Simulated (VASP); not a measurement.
# Si (P6/mmm) in VASP: a series of runs, part 2 of 2

VASP 6.6.1. Earlier steps stand in the parts before.

## (4) Single point, PBE (7.40 Å³/atom)

Contents of INCAR:

```
SYSTEM = Si
PREC = Accurate
ENCUT = 520
EDIFF = 1E-6
ISMEAR = -1
SIGMA = 0.1
LREAL = .False.
LASPH = .True.
NELM = 60
ALGO = Normal
ISIF = 2
LWAVE = .False.
LCHARG = .True.
GGA = PE
LELF = .True.
LVHAR = .True.
NBANDS = 13
```

Contents of KPOINTS:

```
Automatic mesh
0
Gamma
  9 9 12
  0 0 0
```

Contents of POSCAR:

```
Si
1.0
    3.4862560131      0.0000000000      0.0000000000
   -1.7431280065      3.0191862714      0.0000000000
    0.0000000000      0.0000000000      2.1081390640
Si
3
Direct
    0.0000000000      0.0000000000      0.0000000000
    0.3333333333      0.6666666667      0.5000000000
    0.6666666667      0.3333333333      0.5000000000
```

Potentials or basis: VASP PAW PBE potentials, release 64 (Si).

Command:

```sh
> cat potpaw_PBE.64/Si/POTCAR > POTCAR
> mpirun -np 1 vasp_std > vasp.out
```

OUTCAR:

```text
SYSTEM = Si
   PREC = Accurate
   ENCUT = 520
   EDIFF = 1E-6
   ISMEAR = -1
   LREAL = .False.
   LASPH = .True.
   NELM = 60
   ISIF = 2
   GGA = PE

 ion  position               nearest neighbor table
   1  0.000  0.000  0.000-   2 2.27   3 2.27   2 2.27   3 2.27   2 2.27   2 2.27   3 2.27   3 2.27
                             3 2.27   3 2.27   2 2.27   2 2.27
   2  0.333  0.667  0.500-   3 2.01   3 2.01   3 2.01   1 2.27   1 2.27   1 2.27   1 2.27   1 2.27
                             1 2.27   3 2.91   3 2.91   3 2.91   3 2.91   3 2.91   3 2.91
   3  0.667  0.333  0.500-   2 2.01   2 2.01   2 2.01   1 2.27   1 2.27   1 2.27   1 2.27   1 2.27
                             1 2.27   2 2.91   2 2.91   2 2.91   2 2.91   2 2.91   2 2.91

  LATTYP: Found a hexagonal cell.
 ALAT       =     3.4862560131
 C/A-ratio  =     0.6047000152

  Lattice vectors:

 A1 = (   3.4862560131,   0.0000000000,   0.0000000000)
 A2 = (  -1.7431280065,   3.0191862714,   0.0000000000)
 A3 = (   0.0000000000,   0.0000000000,   2.1081390640)

Analysis of symmetry for initial positions (statically):
=====================================================================
 Subroutine PRICEL returns:
 Original cell was already a primitive cell.

 Routine SETGRP: Setting up the symmetry group for a
 hexagonal supercell.

 Subroutine GETGRP returns: Found 24 space group operations
 (whereof 24 operations were pure point group operations)
 out of a pool of 24 trial point group operations.

The static configuration has the point symmetry D_6h.

Analysis of symmetry for dynamics (positions and initial velocities):
=====================================================================
 Subroutine PRICEL returns:
 Original cell was already a primitive cell.

 Routine SETGRP: Setting up the symmetry group for a
 hexagonal supercell.

 Subroutine GETGRP returns: Found 24 space group operations
 (whereof 24 operations were pure point group operations)
 out of a pool of 24 trial point group operations.

The dynamic configuration has the point symmetry D_6h.

 Subroutine INISYM returns: Found 24 space group operations
 (whereof 24 operations are pure point group operations),
 and found     1 'primitive' translations

[... 129 lines left out ...]
  volume of cell :       22.19
 maximum number of plane-waves:       624
 NGX is ok and might be reduce to    28
   NGX = 13   NGY = 13   NGZ =  7

 number of electron      12.0000000 magnetization

 Free energy of the ion-electron system (eV)
  ---------------------------------------------------
  ext. energy  EPLUGINS =         0.00000000
  ---------------------------------------------------
  free energy    TOTEN  =        -4.43819282 eV

  energy without entropy =       -4.40784109  energy(sigma->0) =       -4.42301696

 E-fermi :  21.5849     XC(G=0): -14.1355

 val. band max:       21.5727356597   @ k =   0.2222   0.2222   0.3333
 cond. band min:      21.6019675200   @ k =   0.4444   0.1111   0.3333
 fundamental gap:      0.0292318603
 Fermi energy:        21.5849381414

 k-point     1 :       0.0000    0.0000    0.0000
  band No.  band energies     occupation
      1      -0.3863      2.00000
      2      13.4814      2.00000
      3      13.4814      2.00000
      4      13.5079      2.00000
      5      13.5079      2.00000
      6      17.1299      2.00000
      7      17.7562      2.00000
      8      30.2403      0.00000
      9      30.6917      0.00000
     10      38.8167      0.00000
     11      38.8168      0.00000
     12      38.8168      0.00000
     13      41.0654      0.00000
[... 354 lines left out ...]
  band No.  band energies     occupation
      1       4.8496      2.00000
      2       5.0266      2.00000
      3       5.0266      2.00000
      4      19.4216      2.00000
      5      19.7373      2.00000
      6      19.7373      2.00000
      7      28.6712      0.00000
      8      28.6712      0.00000
      9      29.2009      0.00000
     10      34.1436      0.00000
     11      34.1436      0.00000
     12      34.3344      0.00000
     13      34.6362      0.00000

 [... further k-points ...]

------------------------ aborting loop because EDIFF is reached ----------------------------------------

  FORCE on cell =-STRESS in cart. coord.  units (eV):
  Direction    XX          YY          ZZ          XY          YZ          ZX
  --------------------------------------------------------------------------------------
  -------------------------------------------------------------------------------------
  Total       37.4871527     37.4871527     37.4568224      0.0000000      0.0000000      0.0000000
  in kB     2706.7278840   2706.7278839   2704.5379157      0.0000000      0.0000000      0.0000000
  external PRESSURE =    2705.9978946 kB  Pullay stress =       0.0000000 kB

 VOLUME and BASIS-vectors are now :
 -----------------------------------------------------------------------------
  energy-cutoff  :      520.00
  volume of cell :       22.19
      direct lattice vectors                 reciprocal lattice vectors
     3.486256013  0.000000000  0.000000000     0.286840667  0.165607536  0.000000000
    -1.743128007  3.019186271  0.000000000     0.000000000  0.331215073  0.000000000
     0.000000000  0.000000000  2.108139064     0.000000000  0.000000000  0.474352009

 POSITION                                       TOTAL-FORCE (eV/Angst)
 -----------------------------------------------------------------------------------
      0.00000      0.00000      0.00000        -0.000000      0.000000      0.000000
     -0.00000      2.01279      1.05407        -0.000000      0.000000      0.000000
      1.74313      1.00640      1.05407         0.000000      0.000000      0.000000
 -----------------------------------------------------------------------------------
    total drift:                                0.000000     -0.000000     -0.000000

  FREE ENERGIE OF THE ION-ELECTRON SYSTEM (eV)
  ---------------------------------------------------
  free  energy   TOTEN  =        -4.4381928200 eV

  energy  without entropy=       -4.4078410901  energy(sigma->0) =       -4.42301696
```

OSZICAR:

```text
N       E                     dE             d eps       ncg     rms          rms(c)
DAV:   1     0.282602861853E+02    0.28260E+02   -0.56968E+03  2248   0.811E+02
DAV:   2    -0.390163105083E+01   -0.32162E+02   -0.29960E+02  2831   0.140E+02
DAV:   3    -0.481010730303E+01   -0.90848E+00   -0.89943E+00  2795   0.185E+01
DAV:   4    -0.481229258887E+01   -0.21853E-02   -0.21847E-02  2533   0.110E+00
DAV:   5    -0.481229736287E+01   -0.47740E-05   -0.47720E-05  2808   0.435E-02    0.165E+01
DAV:   6    -0.456927419162E+01    0.24302E+00   -0.45857E-02  2534   0.121E+00    0.944E+00
DAV:   7    -0.443992562516E+01    0.12935E+00   -0.47744E-02  2539   0.136E+00    0.594E-01
DAV:   8    -0.443857951714E+01    0.13461E-02   -0.30348E-03  2584   0.334E-01    0.278E-01
DAV:   9    -0.443819675259E+01    0.38276E-03   -0.22812E-04  2653   0.105E-01    0.140E-01
DAV:  10    -0.443819314289E+01    0.36097E-05   -0.22998E-06  2643   0.116E-02    0.511E-02
DAV:  11    -0.443819282003E+01    0.32286E-06   -0.12184E-06  1660   0.689E-03
   1 F= -.44381928E+01 E0= -.44230170E+01  d E =-.303517E-01
```

stdout:

```text
POSCAR found type information on POSCAR Si
 POSCAR found :  1 types and       3 ions
 scaLAPACK will be used
 LDA part: xc-table for (Slater+PW92), standard interpolation
 POSCAR, INCAR and KPOINTS ok, starting setup
 FFT: planning ... GRIDC
 FFT: planning ... GRID_SOFT
 FFT: planning ... GRID
 WAVECAR not read
 entering main loop
```

It took 22 s on 1 thread of Intel Xeon 8259CL, shared host; peak memory 0.14 GiB.

What came out:

| Item | Value |
| --- | --- |
| Free energy | -4.4382 eV |
| Pressure | 270.6 GPa |
| Band gap on the k mesh | zero (bands 6 and 7 overlap by 8.07 eV) |

Levels at points of the mesh, in eV from the Fermi level:
```csv
k point,band 4,band 5,band 6,band 7,band 8,band 9
"(0.00, 0.00, 0.00)",-8.08,-8.08,-4.46,-3.83,8.66,9.11
"(0.00, 0.00, 0.50)",-1.62,-1.20,-1.20,-0.33,-0.33,-0.10
```

Caveat: the cell stands under pressure.

## (5) Single point, PBE

This run uses another cell than the first one, of 11.83 Å³/atom.

Contents of INCAR:

```
SYSTEM = Si
PREC     = Accurate       ! precision mode
ENCUT    = 520            ! plane-wave cutoff, eV
EDIFF    = 1E-6           ! SCF threshold, eV
ISMEAR   = -1             ! smearing method
SIGMA    = 0.1            ! smearing width, eV
LREAL    = .FALSE.        ! projectors in reciprocal space
LASPH    = .TRUE.         ! aspherical terms in the spheres
NELM     = 100            ! most SCF steps
ALGO     = Normal         ! electronic algorithm
ISIF     = 2              ! what is computed and relaxed
LWAVE    = .FALSE.        ! write WAVECAR
LCHARG   = .FALSE.        ! write CHGCAR
GGA      = PE             ! functional
NBANDS   = 13             ! bands
```

Contents of KPOINTS:

```
regular mesh
0
G
  9 9 12
  0 0 0
```

Contents of POSCAR:

```
Si
1.0
    4.1131827107      0.0000000000      0.0000000000
   -2.0565913553      3.5621207179      0.0000000000
    0.0000000000      0.0000000000      2.4231583072
Si
3
Direct
    0.0000000000      0.0000000000      0.0000000000
    0.3333333333      0.6666666667      0.5000000000
    0.6666666667      0.3333333333      0.5000000000
```

Potentials or basis: VASP PAW PBE potentials, release 64 (Si).

Command:

```sh
> cat potpaw_PBE.64/Si/POTCAR > POTCAR
> mpirun -np 1 vasp_std > vasp.out
```

OUTCAR:

```text
SYSTEM = Si
   PREC = Accurate
   ENCUT = 520
   EDIFF = 1E-6
   ISMEAR = -1
   LREAL = .FALSE.
   LASPH = .TRUE.
   NELM = 100
   ISIF = 2
   GGA = PE

 ion  position               nearest neighbor table
   1  0.000  0.000  0.000-   2 2.67   3 2.67   2 2.67   3 2.67   2 2.67   2 2.67   3 2.67   3 2.67
                             3 2.67   3 2.67   2 2.67   2 2.67
   2  0.333  0.667  0.500-   3 2.37   3 2.37   3 2.37   1 2.67   1 2.67   1 2.67   1 2.67   1 2.67
                             1 2.67
   3  0.667  0.333  0.500-   2 2.37   2 2.37   2 2.37   1 2.67   1 2.67   1 2.67   1 2.67   1 2.67
                             1 2.67

  LATTYP: Found a hexagonal cell.
 ALAT       =     4.1131827107
 C/A-ratio  =     0.5891200264

  Lattice vectors:

 A1 = (   4.1131827107,   0.0000000000,   0.0000000000)
 A2 = (  -2.0565913553,   3.5621207179,   0.0000000000)
 A3 = (   0.0000000000,   0.0000000000,   2.4231583072)

Analysis of symmetry for initial positions (statically):
=====================================================================
 Subroutine PRICEL returns:
 Original cell was already a primitive cell.

 Routine SETGRP: Setting up the symmetry group for a
 hexagonal supercell.

 Subroutine GETGRP returns: Found 24 space group operations
[... 186 lines left out ...]
     11      26.8539      0.00000
     12      26.8626      0.00000
     13      27.0128      0.00000
[... 354 lines left out ...]
  band No.  band energies     occupation
      1       0.4659      2.00000
      2       0.5887      2.00000
      3       0.5887      2.00000
      4      11.3051      2.00000
      5      11.5451      2.00000
      6      11.5451      2.00000
      7      19.0784      0.00000
      8      19.0784      0.00000
      9      19.6414      0.00000
     10      21.4549      0.00000
     11      21.4549      0.00000
     12      21.4698      0.00000
     13      22.7694      0.00000

 [... further k-points ...]

------------------------ aborting loop because EDIFF is reached ----------------------------------------

  FORCE on cell =-STRESS in cart. coord.  units (eV):
  Direction    XX          YY          ZZ          XY          YZ          ZX
  --------------------------------------------------------------------------------------
  -------------------------------------------------------------------------------------
  Total        7.3648901      7.3648901      7.3681991      0.0000000      0.0000000      0.0000000
  in kB      332.3597571    332.3597571    332.5090824      0.0000000      0.0000000      0.0000000
  external PRESSURE =     332.4095322 kB  Pullay stress =       0.0000000 kB

 VOLUME and BASIS-vectors are now :
 -----------------------------------------------------------------------------
  energy-cutoff  :      520.00
  volume of cell :       35.50
      direct lattice vectors                 reciprocal lattice vectors
     4.113182711  0.000000000  0.000000000     0.243120734  0.140365821  0.000000000
    -2.056591355  3.562120718  0.000000000     0.000000000  0.280731643  0.000000000
     0.000000000  0.000000000  2.423158307     0.000000000  0.000000000  0.412684552

 POSITION                                       TOTAL-FORCE (eV/Angst)
 -----------------------------------------------------------------------------------
      0.00000      0.00000      0.00000         0.000000      0.000000      0.000000
     -0.00000      2.37475      1.21158        -0.000000      0.000000     -0.000000
      2.05659      1.18737      1.21158         0.000000      0.000000      0.000000
 -----------------------------------------------------------------------------------
    total drift:                               -0.000000      0.000000      0.000000

  FREE ENERGIE OF THE ION-ELECTRON SYSTEM (eV)
  ---------------------------------------------------
  free  energy   TOTEN  =       -14.0496033652 eV

  energy  without entropy=      -14.0085045950  energy(sigma->0) =      -14.02905398
```

stdout:

```text
POSCAR found type information on POSCAR Si
 POSCAR found :  1 types and       3 ions
 scaLAPACK will be used
 LDA part: xc-table for (Slater+PW92), standard interpolation
 POSCAR, INCAR and KPOINTS ok, starting setup
 FFT: planning ... GRIDC
 FFT: planning ... GRID_SOFT
 FFT: planning ... GRID
 WAVECAR not read
 entering main loop
```

Run time: 27 s. Hardware: 1 thread of Intel Xeon 8259CL, shared host; peak memory 0.16 GiB.

Results:

- Free energy: -14.0496 eV
- Pressure: 33.2 GPa
- Band gap on the k mesh: zero (bands 6 and 7 overlap by 8.07 eV)

Levels at points of the mesh, in eV from the Fermi level:
```
           k point  band 3  band 4  band 5  band 6  band 7  band 8  band 9  band 10
(0.00, 0.00, 0.00)   -5.40   -5.33   -5.33   -4.94   -4.73    6.56    7.60    13.52
(0.00, 0.00, 0.50)   -0.89   -0.89   -0.65    0.02    0.32    0.32    0.68     0.68
```

Caveat: the cell stands under pressure.
